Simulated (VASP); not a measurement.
Runs of VASP 6.6.1 on Ba. The structure is that of space group Pm-3m (No. 221), or close to it. The cells are those of the table. 

```csv
task,cell,k mesh,cutoff (eV),gap on the mesh (eV),pressure (GPa)
relaxation of cell and atoms,"relaxed from a = 4.072 Å, 1 atom",8 × 8 × 8,600,none,0.0
single point,"a = 4.097 Å, 1 atom",9 × 9 × 9,520,0.12,-0.1
single point,"a = 4.044 Å, 1 atom",13 × 13 × 13,520,0.06,0.1
single point,"a = 4.044 Å, 1 atom",9 × 9 × 9,520,0.13,0.1
single point,"a = 4.044 Å, 1 atom",8 × 8 × 8,520,none,0.1
single point,"a = 3.989 Å, 1 atom",9 × 9 × 9,520,0.13,(b)
single point,"a = 4.200 Å, 1 atom",9 × 9 × 9,520,-,-0.5
single point,"a = 3.875 Å, 1 atom",9 × 9 × 9,520,(a),1.2
```

Alike in all rows: level revPBE; potentials or basis VASP PAW PBE potentials, release 64 (Ba_sv); no spin polarisation; smearing fermi-dirac 0.1 eV.

**Question.** Fill in the values left out.

**Answer.** (a) 0.14; (b) 0.4.

Caveats: the PAW data sets were made with another functional, which shifts forces and pressure a little; spin-orbit coupling is left out, which moves the levels of the heavy elements.

A k mesh can miss the band edges, and the runs leave out spin-orbit coupling on Ba.

A gap of «none» marks levels without a gap at the run's occupations.
